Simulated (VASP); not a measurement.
# PtC in VASP: notebook, part 2 of 2

VASP 6.6.1.

### 5 Single point, PBE

This run uses another cell than the first one, of 11.07 Å³/atom.

Contents of INCAR:

```
PREC = Accurate
ENCUT = 520
EDIFF = 1E-7
ISMEAR = 0
SIGMA = 0.1
LREAL = False
LASPH = True
NELM = 80
ALGO = Normal
ISIF = 2
LWAVE = False
LCHARG = False
GGA = PE
NBANDS = 14
```

Contents of KPOINTS:

```
regular mesh
0
Gamma
  20 20 20
```

Contents of POSCAR:

```
PtC
1.0
    2.8070899962      0.0000000000      0.0000000000
    0.0000000000      2.8070899962      0.0000000000
    0.0000000000      0.0000000000      2.8097713075
Pt C
1 1
Direct
    0.5000000000      0.5000000000      0.5000000000
    0.0000000000      0.0000000000      0.0000000000
```

Potentials or basis: VASP PAW PBE potentials, release 64 (Pt, C).

Command:

```bash
> cat potpaw_PBE.64/Pt/POTCAR potpaw_PBE.64/C/POTCAR > POTCAR
> mpirun -np 1 vasp_std > vasp.out
```

OUTCAR:

```text
PREC = Accurate
   ENCUT = 520
   EDIFF = 1E-7
   ISMEAR = 0
   LREAL = False
   LASPH = True
   NELM = 80
   ISIF = 2
   GGA = PE

 ion  position               nearest neighbor table
   1  0.500  0.500  0.500-   2 2.43   2 2.43   2 2.43   2 2.43   2 2.43   2 2.43   2 2.43   2 2.43

   2  0.000  0.000  0.000-   1 2.43   1 2.43   1 2.43   1 2.43   1 2.43   1 2.43   1 2.43   1 2.43

  LATTYP: Found a simple tetragonal cell.
 ALAT       =     2.8070899962
 C/A-ratio  =     1.0009551925

[... 598 lines left out ...]
------------------------ aborting loop because EDIFF is reached ----------------------------------------

  FORCE on cell =-STRESS in cart. coord.  units (eV):
  Direction    XX          YY          ZZ          XY          YZ          ZX
  --------------------------------------------------------------------------------------
  -------------------------------------------------------------------------------------
  Total       -0.0243808     -0.0243808     -0.0323051      0.0000000     -0.0000000     -0.0000000
  in kB       -1.7643128     -1.7643128     -2.3377468      0.0000000     -0.0000000     -0.0000000
  external PRESSURE =      -1.9554575 kB  Pullay stress =       0.0000000 kB

 VOLUME and BASIS-vectors are now :
 -----------------------------------------------------------------------------
  energy-cutoff  :      520.00
  volume of cell :       22.14
      direct lattice vectors                 reciprocal lattice vectors
     2.807089996  0.000000000  0.000000000     0.356240805  0.000000000  0.000000000
     0.000000000  2.807089996  0.000000000     0.000000000  0.356240805  0.000000000
     0.000000000  0.000000000  2.809771308     0.000000000  0.000000000  0.355900851

 POSITION                                       TOTAL-FORCE (eV/Angst)
 -----------------------------------------------------------------------------------
      1.40354      1.40354      1.40489         0.000000      0.000000      0.000000
      0.00000      0.00000      0.00000         0.000000      0.000000      0.000000
 -----------------------------------------------------------------------------------
    total drift:                                0.000000     -0.000000     -0.000000

  FREE ENERGIE OF THE ION-ELECTRON SYSTEM (eV)
  ---------------------------------------------------
  free  energy   TOTEN  =       -11.3534554455 eV

  energy  without entropy=      -11.3454318788  energy(sigma->0) =      -11.34944366
```

OSZICAR:

```text
N       E                     dE             d eps       ncg     rms          rms(c)
DAV:   1     0.508514200941E+02    0.50851E+02   -0.73326E+03 20400   0.976E+02
DAV:   2    -0.114968823163E+02   -0.62348E+02   -0.57390E+02 25512   0.190E+02
DAV:   3    -0.129157338571E+02   -0.14189E+01   -0.14074E+01 23724   0.272E+01
DAV:   4    -0.129209944566E+02   -0.52606E-02   -0.52602E-02 24192   0.194E+00
DAV:   5    -0.129210342133E+02   -0.39757E-04   -0.39757E-04 24114   0.169E-01    0.172E+01
DAV:   6    -0.123311347237E+02    0.58990E+00   -0.17200E+01 23640   0.277E+01    0.151E+01
DAV:   7    -0.113740149256E+02    0.95712E+00   -0.28616E+00 23112   0.123E+01    0.693E+00
DAV:   8    -0.113664328994E+02    0.75820E-02   -0.16937E-01 22098   0.284E+00    0.160E+00
DAV:   9    -0.113540128989E+02    0.12420E-01   -0.37882E-02 22212   0.136E+00    0.487E-01
DAV:  10    -0.113537471971E+02    0.26570E-03   -0.19118E-03 22470   0.342E-01    0.120E-01
DAV:  11    -0.113534583927E+02    0.28880E-03   -0.12727E-03 23124   0.232E-01    0.197E-02
DAV:  12    -0.113534562077E+02    0.21851E-05   -0.62316E-05 22878   0.569E-02    0.161E-02
DAV:  13    -0.113534558541E+02    0.35358E-06   -0.13683E-06 23568   0.928E-03    0.763E-03
DAV:  14    -0.113534554367E+02    0.41742E-06   -0.32853E-07 15594   0.436E-03    0.697E-04
DAV:  15    -0.113534554455E+02   -0.88560E-08   -0.81816E-09 11298   0.839E-04
   1 F= -.11353455E+02 E0= -.11349444E+02  d E =-.802357E-02
```

stdout:

```text
POSCAR found type information on POSCAR PtC
 POSCAR found :  2 types and       2 ions
 scaLAPACK will be used
 LDA part: xc-table for (Slater+PW92), standard interpolation
 POSCAR, INCAR and KPOINTS ok, starting setup
 FFT: planning ... GRIDC
 FFT: planning ... GRID_SOFT
 FFT: planning ... GRID
 WAVECAR not read
 entering main loop
```

Wall time 3.3 min (1 thread of Intel Xeon 8259CL, shared host); peak memory 0.35 GiB.

What came out:

- Free energy: -11.3535 eV
- Pressure: -0.2 GPa
- Band gap on the k mesh: zero (bands 7 and 8 overlap by 4.16 eV)

Levels at points of the mesh, in eV from the Fermi level:
| k point | band 4 | band 5 | band 6 | band 7 | band 8 | band 9 | band 10 | band 11 |
| --- | --- | --- | --- | --- | --- | --- | --- | --- |
| (0.00, 0.00, 0.00) | -1.72 | -1.72 | -1.71 | -0.09 | -0.07 | -0.07 | 4.02 | 15.72 |
| (0.50, 0.00, 0.00) | -4.58 | -4.57 | -1.51 | -0.05 | 3.84 | 3.84 | 8.77 | 9.23 |
| (0.50, 0.50, 0.00) | -4.58 | -3.12 | -3.12 | -0.43 | -0.26 | 1.28 | 4.65 | 12.26 |
| (0.00, 0.00, 0.50) | -4.57 | -4.57 | -1.50 | -0.06 | 3.84 | 3.84 | 8.78 | 9.23 |
| (0.50, 0.00, 0.50) | -4.58 | -3.12 | -3.11 | -0.42 | -0.27 | 1.30 | 4.63 | 12.27 |
| (0.50, 0.50, 0.50) | -7.86 | -0.16 | -0.16 | 3.88 | 3.88 | 3.88 | 5.52 | 5.52 |

Caveat: spin-orbit coupling is left out, which moves the levels of the heavy elements.

### 6 Summary

| task | cell | k mesh | cutoff (eV) | gap on the mesh (eV) | pressure (GPa) |
| --- | --- | --- | --- | --- | --- |
| single point | a = 2.804 Å, 2 atoms | 6 × 6 × 6 | 520 | none | -0.5 |
| relaxation of cell and atoms | relaxed from a = 2.860 Å, 2 atoms | 6 × 6 × 6 | 600 | none | -0.2 |
| single point | a = 2.807, b = 2.807, c = 2.811 Å, 2 atoms | 20 × 20 × 16 | 520 | none | -0.2 |
| single point | a = 2.807, b = 2.807, c = 2.810 Å, 2 atoms | 20 × 20 × 20 | 520 | none | -0.2 |

Alike in all rows: level PBE; potentials or basis VASP PAW PBE potentials, release 64 (Pt, C); no spin polarisation; smearing gaussian 0.1 eV.

Caveats: some runs use coarse meshes; spin-orbit coupling is left out, which moves the levels of the heavy elements.

Absolute energies hang on the potentials; compare differences alone.
